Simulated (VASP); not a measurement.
# MgO (Fm-3m) in VASP: notebook, part 2 of 2

VASP 6.6.1. The steps go on from the part before.

## (3) Single point, revPBE+D3(BJ)

Contents of INCAR:

```
SYSTEM = MgO
  PREC = Accurate
  ENCUT = 520
  EDIFF = 1E-7
  ISMEAR = 0
  SIGMA = 0.01
  LREAL = .FALSE.
  LASPH = .TRUE.
  NELM = 80
  ALGO = Normal
  ISIF = 2
  LWAVE = .FALSE.
  LCHARG = .TRUE.
  GGA = RE
  IVDW = 12
  LELF = .TRUE.
  LVHAR = .TRUE.
  NBANDS = 11
```

Contents of KPOINTS:

```
Automatic mesh
0
G
  11 11 11
  0 0 0
```

Contents of POSCAR:

```
MgO
1.0
    0.0000000000      2.0965249708      2.0965249708
    2.0965249708      0.0000000000      2.0965249708
    2.0965249708      2.0965249708      0.0000000000
Mg O
1 1
Direct
    0.0000000000      0.0000000000      0.0000000000
    0.5000000000      0.5000000000      0.5000000000
```

Potentials or basis: VASP PAW PBE potentials, release 64 (Mg, O).

The run is started by

```bash
$ cat potpaw_PBE.64/Mg/POTCAR potpaw_PBE.64/O/POTCAR > POTCAR
$ mpirun -np 1 vasp_std > vasp.out
```

OUTCAR:

```text
SYSTEM = MgO
   PREC = Accurate
   ENCUT = 520
   EDIFF = 1E-7
   ISMEAR = 0
   LREAL = .FALSE.
   LASPH = .TRUE.
   NELM = 80
   ISIF = 2
   GGA = RE
   IVDW = 12
 IVDW          = 12

 ion  position               nearest neighbor table
   1  0.000  0.000  0.000-   2 2.10   2 2.10   2 2.10   2 2.10   2 2.10   2 2.10
   2  0.500  0.500  0.500-   1 2.10   1 2.10   1 2.10   1 2.10   1 2.10   1 2.10

  LATTYP: Found a face centered cubic cell.
 ALAT       =     4.1930499416

  Lattice vectors:

 A1 = (   0.0000000000,   2.0965249708,   2.0965249708)
 A2 = (   2.0965249708,   0.0000000000,   2.0965249708)
 A3 = (   2.0965249708,   2.0965249708,   0.0000000000)

Analysis of symmetry for initial positions (statically):
=====================================================================
 Subroutine PRICEL returns:
 Original cell was already a primitive cell.

 Routine SETGRP: Setting up the symmetry group for a
 face centered cubic supercell.

 Subroutine GETGRP returns: Found 48 space group operations
 (whereof 48 operations were pure point group operations)
 out of a pool of 48 trial point group operations.

The static configuration has the point symmetry O_h .

Analysis of symmetry for dynamics (positions and initial velocities):
=====================================================================
 Subroutine PRICEL returns:
 Original cell was already a primitive cell.

 Routine SETGRP: Setting up the symmetry group for a
 face centered cubic supercell.

 Subroutine GETGRP returns: Found 48 space group operations
 (whereof 48 operations were pure point group operations)
 out of a pool of 48 trial point group operations.

The dynamic configuration has the point symmetry O_h .

 Subroutine INISYM returns: Found 48 space group operations
 (whereof 48 operations are pure point group operations),
 and found     1 'primitive' translations

----------------------------------------------------------------------------------------

                                     Primitive cell

  volume of cell :      18.4302

  direct lattice vectors                    reciprocal lattice vectors
     0.000000000  2.096524971  2.096524971    -0.238489885  0.238489885  0.238489885
     2.096524971  0.000000000  2.096524971     0.238489885 -0.238489885  0.238489885
     2.096524971  2.096524971  0.000000000     0.238489885  0.238489885 -0.238489885

  length of vectors
     2.964934048  2.964934048  2.964934048     0.413076599  0.413076599  0.413076599

  position of ions in fractional coordinates (direct lattice)
     0.000000000  0.000000000  0.000000000
     0.500000000  0.500000000  0.500000000

  ion indices of the primitive-cell ions
   primitive index   ion index
                 1           1
                 2           2

----------------------------------------------------------------------------------------

 KPOINTS: Automatic mesh

Automatic generation of k-mesh.
 Grid dimensions read from file:
 generate k-points for:   11   11   11

 Generating k-lattice:

  Cartesian coordinates                     Fractional coordinates (reciprocal lattice)
    -0.021680899  0.021680899  0.021680899     0.090909091  0.000000000  0.000000000
     0.021680899 -0.021680899  0.021680899     0.000000000  0.090909091  0.000000000
     0.021680899  0.021680899 -0.021680899     0.000000000  0.000000000  0.090909091
[... 40 lines left out ...]
   number of dos      NEDOS =    301   number of ions     NIONS =      2
   total plane-waves  NPLWV =  13824
   dimension x,y,z NGX =    24 NGY =   24 NGZ =   24
   dimension x,y,z NGXF=    48 NGYF=   48 NGZF=   48
   ions per type =               1   1
   NGX,Y,Z   is equivalent  to a cutoff of  13.46, 13.46, 13.46 a.u.
   NGXF,Y,Z  is equivalent  to a cutoff of  26.91, 26.91, 26.91 a.u.
 SYSTEM =  MgO
   PREC   = accura    normal or accurate (medium, high low for compatibility)
   ISTART =      0    job   : 0-new  1-cont  2-samecut
   ICHARG =      2    charge: 1-file 2-atom 10-const
   ISPIN  =      1    spin polarized calculation?
   LNONCOLLINEAR =      F non collinear calculations
   LSORBIT =      F    spin-orbit coupling
   LASPH  =      T    aspherical Exc in radial PAW
   ENCUT  =  520.0 eV  38.22 Ry    6.18 a.u.   5.51  5.51  5.51*2*pi/ulx,y,z
   NELM   =     80;   NELMIN=  2; NELMDL= -5     # of ELM steps
   EDIFF  = 0.1E-06   stopping-criterion for ELM
   LREAL  =      F    real-space projection
   EDIFFG = 0.1E-05   stopping-criterion for IOM
   NSW    =      0    number of steps for IOM
   IBRION =     -1    ionic relax: 0-MD 1-quasi-New 2-CG
   NFREE  =      0    steps in history (QN), initial steepest desc. (CG)
   ISIF   =      2    stress and relaxation
   ISYM   =      2    0-nonsym 1-usesym 2-fastsym
   POTIM  = 0.5000    time-step for ionic-motion
   TEBEG  =    0.0;   TEEND  =   0.0 temperature during run
   PSTRESS=    0.0 pullay stress
   NELECT =       8.0000    total number of electrons
   NUPDOWN=      -1.0000    fix difference up-down
   EMIN   =  10.00;   EMAX   =-10.00  energy-range for DOS
   EFERMI =   0.00;   METHOD = LEGACY
   ISMEAR =     0;   SIGMA  =   0.01  broadening in eV -4-tet -1-fermi 0-gaus
   EFERMI_NEDOS =   21; number of points for ismear=-14 and -15
   IALGO  =     38    algorithm
   IMIX   =      4    mixing-type and parameters
     AMIX     =   0.40;   BMIX     =  1.00
     AMIX_MAG =   1.60;   BMIX_MAG =  1.00
  volume/ion in A,a.u.               =       9.22        62.19
  Fermi-wavevector in a.u.,A,eV,Ry     =   1.239543  2.342396 20.904887  1.536466
  Thomas-Fermi vector in A             =   2.374021
   LORBIT       =      0    0 simple, 1 ext, 2 COOP (PROOUT), +10 PAW based schemes
   GGA     = RE    functional components
   LHFCALC =     F    Hartree Fock is set to
   AEXX    =    0.0000 exact exchange contribution
   IVDW    =    12    specifies the selected vdW correction
   LEPSILON=     F    determine dielectric tensor
   LRPA    =     F    only Hartree local field effects (RPA)
 non-spin polarized calculation
 Gauss-broadening in eV      SIGMA  =   0.01
  energy-cutoff  :      520.00
  volume of cell :       18.43
 maximum number of plane-waves:       531
 NGX is ok and might be reduce to    24
   NGX = 11   NGY = 11   NGZ = 11

 number of electron       8.0000004 magnetization

 Free energy of the ion-electron system (eV)
  ---------------------------------------------------
  ext. energy  EPLUGINS =         0.00000000
  ---------------------------------------------------
  free energy    TOTEN  =       -11.29017395 eV

  energy without entropy =      -11.29017395  energy(sigma->0) =      -11.29017395

 E-fermi :   3.5648     XC(G=0): -10.9700

 val. band max:        3.4105260260   @ k =   0.0000   0.0000   0.0000
 cond. band min:       8.3513951731   @ k =   0.0000   0.0000   0.0000
 fundamental gap:      4.9408691471
 Fermi energy:         3.5647508197

 k-point     1 :       0.0000    0.0000    0.0000
  band No.  band energies     occupation
      1     -13.9785      2.00000
      2       3.4105      2.00000
      3       3.4105      2.00000
      4       3.4105      2.00000
      5       8.3514      0.00000
      6      19.3884      0.00000
      7      19.3884      0.00000
      8      19.3884      0.00000
      9      23.2966      0.00000
     10      25.1335      0.00000
     11      25.1335      0.00000
[... 309 lines left out ...]
 k-point    24 :      -0.1818    0.1818    0.0000
  band No.  band energies     occupation
      1     -13.1859      2.00000
      2       0.5453      2.00000
      3       2.2881      2.00000
      4       3.0297      2.00000
      5      11.6575      0.00000
      6      15.6145      0.00000
      7      19.1647      0.00000
      8      21.6239      0.00000
      9      21.6931      0.00000
     10      24.9597      0.00000
     11      28.3492      0.00000

 [... further k-points ...]

------------------------ aborting loop because EDIFF is reached ----------------------------------------

 Edisp (eV)   -1.16105

 E8    (eV) :    -0.7704

  FORCE on cell =-STRESS in cart. coord.  units (eV):
  Direction    XX          YY          ZZ          XY          YZ          ZX
  --------------------------------------------------------------------------------------
  -------------------------------------------------------------------------------------
  Total      -0.05252    -0.05252    -0.05252     0.00000     0.00000     0.00000
  in kB      -4.56609    -4.56609    -4.56609     0.00000     0.00000     0.00000
  external pressure =       -4.57 kB  Pullay stress =        0.00 kB

 VOLUME and BASIS-vectors are now :
 -----------------------------------------------------------------------------
  energy-cutoff  :      520.00
  volume of cell :       18.43
      direct lattice vectors                 reciprocal lattice vectors
     0.000000000  2.096524971  2.096524971    -0.238489885  0.238489885  0.238489885
     2.096524971  0.000000000  2.096524971     0.238489885 -0.238489885  0.238489885
     2.096524971  2.096524971  0.000000000     0.238489885  0.238489885 -0.238489885

 POSITION                                       TOTAL-FORCE (eV/Angst)
 -----------------------------------------------------------------------------------
      0.00000      0.00000      0.00000         0.000000      0.000000     -0.000000
      2.09652      2.09652      2.09652        -0.000000     -0.000000      0.000000
 -----------------------------------------------------------------------------------
    total drift:                               -0.000000     -0.000000      0.000000

  FREE ENERGIE OF THE ION-ELECTRON SYSTEM (eV)
  ---------------------------------------------------
  free  energy   TOTEN  =       -12.4512206628 eV

  energy  without entropy=      -12.4512206628  energy(sigma->0) =      -12.45122066
```

OSZICAR:

```text
N       E                     dE             d eps       ncg     rms          rms(c)
DAV:   1     0.159417345226E+02    0.15942E+02   -0.47752E+03  1392   0.657E+02
DAV:   2    -0.122132548392E+02   -0.28155E+02   -0.27492E+02  1431   0.138E+02
DAV:   3    -0.128359793349E+02   -0.62272E+00   -0.62213E+00  1484   0.180E+01
DAV:   4    -0.128374349851E+02   -0.14557E-02   -0.14556E-02  1355   0.101E+00
DAV:   5    -0.128374395763E+02   -0.45912E-05   -0.45912E-05  1445   0.555E-02    0.726E+00
DAV:   6    -0.112910721932E+02    0.15464E+01   -0.85362E+00  1268   0.163E+01    0.220E+00
DAV:   7    -0.112884109214E+02    0.26613E-02   -0.47393E-02  1352   0.204E+00    0.136E+00
DAV:   8    -0.112903913660E+02   -0.19804E-02   -0.30685E-02  1298   0.194E+00    0.221E-01
DAV:   9    -0.112900965402E+02    0.29483E-03   -0.48051E-04  1424   0.151E-01    0.130E-01
DAV:  10    -0.112901728864E+02   -0.76346E-04   -0.65937E-04  1334   0.190E-01    0.182E-02
DAV:  11    -0.112901741589E+02   -0.12725E-05   -0.10853E-05  1433   0.238E-02    0.513E-03
DAV:  12    -0.112901738815E+02    0.27736E-06   -0.82579E-07  1379   0.738E-03    0.876E-04
DAV:  13    -0.112901739463E+02   -0.64788E-07   -0.27747E-08   724   0.111E-03
   1 F= -.12451221E+02 E0= -.12451221E+02  d E =-.639127-108
```

stdout:

```text
POSCAR found type information on POSCAR MgO
 POSCAR found :  2 types and       2 ions
 scaLAPACK will be used
 -----------------------------------------------------------------------------
|                                                                             |
|                                                                             |
|     You enforced a specific xc type in the INCAR file but a different       |
|     I HOPE YOU KNOW WHAT YOU ARE DOING!                                     |
|                                                                             |
 -----------------------------------------------------------------------------

 LDA part: xc-table for (Slater+PW92), standard interpolation
 POSCAR, INCAR and KPOINTS ok, starting setup
 FFT: planning ... GRIDC
 FFT: planning ... GRID_SOFT
 FFT: planning ... GRID
 WAVECAR not read
 entering main loop
```

Run time: 4.9 s. Hardware: 1 thread of Intel Xeon 6975P-C (Granite Rapids), shared host; peak memory 0.16 GiB.

What came out:

```yaml
Free_energy: -12.4512 eV
Pressure: -0.5 GPa
Band_gap_on_the_k_mesh: 4.94 eV
Dispersion_energy_per_atom: -0.581 eV
```

Levels at points of the mesh, in eV from the valence-band top:
| k point | band 2 | band 3 | band 4 | band 5 | band 6 | band 7 |
| --- | --- | --- | --- | --- | --- | --- |
| (0.00, 0.00, 0.00) | 0.00 | 0.00 | 0.00 | 4.94 | 15.98 | 15.98 |

Caveat: the PAW data sets were made with another functional, which shifts forces and pressure a little.

## (4) Single point, RPBE

This run uses another cell than the first one, of 10.60 Å³/atom.

Contents of INCAR:

```
SYSTEM = MgO
  ALGO = Normal
  EDIFF = 1E-6
  ENCUT = 520
  GGA = RP
  ISIF = 2
  ISMEAR = 1
  LASPH = .True.
  LCHARG = .True.
  LELF = .True.
  LREAL = .False.
  LVHAR = .True.
  LWAVE = .False.
  NBANDS = 11
  NELM = 100
  PREC = Accurate
  SIGMA = 0.1
```

Contents of KPOINTS:

```
k-points
0
Gamma
  11 11 11
  0 0 0
```

Contents of POSCAR:

```
MgO
1.0
    0.0000000000      2.1970064521      2.1970064521
    2.1970064521      0.0000000000      2.1970064521
    2.1970064521      2.1970064521      0.0000000000
Mg O
1 1
Direct
    0.0000000000      0.0000000000      0.0000000000
    0.5000000000      0.5000000000      0.5000000000
```

The run is started by

```bash
$ cat potpaw_PBE.64/Mg/POTCAR potpaw_PBE.64/O/POTCAR > POTCAR
$ mpirun -np 1 vasp_std > vasp.out
```

Wall time 4.5 s (1 thread of Intel Xeon 6975P-C (Granite Rapids), shared host); peak memory 0.14 GiB.

It converged, with:

| Property | Result |
| --- | --- |
| Free energy | -11.2042 eV |
| Pressure | -8.8 GPa |
| Band gap on the k mesh | 3.69 eV |

Levels at points of the mesh, in eV from the valence-band top:
```csv
k point,band 1,band 2,band 3,band 4,band 5,band 6,band 7,band 8,band 9
"(0.00, 0.00, 0.00)",-16.74,0.00,0.00,0.00,3.69,15.20,15.20,15.20,18.75
```

Caveat: the cell stands under tension; the PAW data sets were made with another functional, which shifts forces and pressure a little.

## (5) Relaxation of cell and atoms, revPBE+D3(BJ)

Contents of INCAR:

```
SYSTEM = MgO
  ALGO = Normal
  EDIFF = 1E-6
  EDIFFG = -0.01
  ENCUT = 600
  GGA = RE
  IBRION = 2
  ISIF = 3
  ISMEAR = 0
  IVDW = 12
  LASPH = .True.
  LCHARG = .False.
  LREAL = .False.
  LWAVE = .False.
  NELM = 60
  NSW = 60
  PREC = Accurate
  SIGMA = 0.01
```

KPOINTS is that of step 4.

Contents of POSCAR:

```
MgO
1.0
    0.0000000000      2.0970013927      2.0970013927
    2.0970013927      0.0000000000      2.0970013927
    2.0970013927      2.0970013927      0.0000000000
Mg O
1 1
Direct
    0.0000000000      0.0000000000      0.0000000000
    0.5000000000      0.5000000000      0.5000000000
```

The run is started by

```bash
$ cat potpaw_PBE.64/Mg/POTCAR potpaw_PBE.64/O/POTCAR > POTCAR
$ mpirun -np 1 vasp_std > vasp.out
```

Run time: 6.3 s. Hardware: 1 thread of Intel Xeon 6975P-C (Granite Rapids), shared host; peak memory 0.16 GiB.

It converged, with:

| Property | Result |
| --- | --- |
| Free energy | -12.4556 eV |
| Relaxed volume | 9.17 Å³/atom |
| Relaxed cell | a = 2.960 Å, b = 2.960 Å, c = 2.960 Å, α = 60.00°, β = 60.00°, γ = 60.00° |
| Space group after relaxing (to 0.1 Å) | Fm-3m (No. 225) |
| Energy gained by relaxing | 0.1 meV/atom |
| Ionic steps | 3 |
| Pressure after relaxing | 0.0 GPa |
| Band gap on the k mesh | 4.99 eV |
| Dispersion energy per atom | -0.583 eV |

The path:
```csv
step,energy change (eV),largest force (eV/Å),pressure (GPa),volume (Å³)
1,0.0000,0.0000,-0.85,18.44
2,-0.0002,0.0000,0.30,18.31
3,-0.0003,0.0000,-0.02,18.35
```

Final structure:
```
Mg O
1.0
     0.00000    2.09332    2.09332
     2.09332    0.00000    2.09332
     2.09332    2.09332    0.00000
Mg O
1 1
Direct
  0.00000 0.00000 0.00000
  0.50000 0.50000 0.50000
```

Levels at points of the mesh, in eV from the valence-band top:
```tsv
k point	band 2	band 3	band 4	band 5	band 6	band 7
(0.00, 0.00, 0.00)	0.00	0.00	0.00	4.99	16.01	16.01
```

Caveat: the PAW data sets were made with another functional, which shifts forces and pressure a little.

## (6) The runs side by side

| task | level | cell | k mesh | cutoff (eV) | smearing | grid for exact exchange (PRECFOCK) | share of exact exchange | screening parameter | gap on the mesh (eV) | pressure (GPa) |
| --- | --- | --- | --- | --- | --- | --- | --- | --- | --- | --- |
| single point | HSE06 | a = 2.966 Å, angles 60.0°, 2 atoms | 8 × 8 × 8 | 520 | fermi-dirac 0.05 eV | Normal | 0.25 | 0.2079 1/Å | 6.58 | 0.6 |
| single point | revPBE+D3(BJ) | a = 2.965 Å, angles 60.0°, 2 atoms | 11 × 11 × 11 | 520 | gaussian 0.01 eV | - | - | - | 4.94 | -0.5 |
| single point | RPBE | a = 3.107 Å, angles 60.0°, 2 atoms | 11 × 11 × 11 | 520 | methfessel-paxton 0.1 eV | - | - | - | 3.69 | -8.8 |
| relaxation of cell and atoms | revPBE+D3(BJ) | relaxed from a = 2.966 Å, angles 60.0°, 2 atoms | 11 × 11 × 11 | 600 | gaussian 0.01 eV | - | - | - | 4.99 | 0.0 |

Alike in all rows: potentials or basis VASP PAW PBE potentials, release 64 (Mg, O); no spin polarisation.

Caveats: the PAW data sets were made with another functional, which shifts forces and pressure a little; the cell stands under tension (at least some runs).

Absolute energies hang on the potentials; compare differences alone.
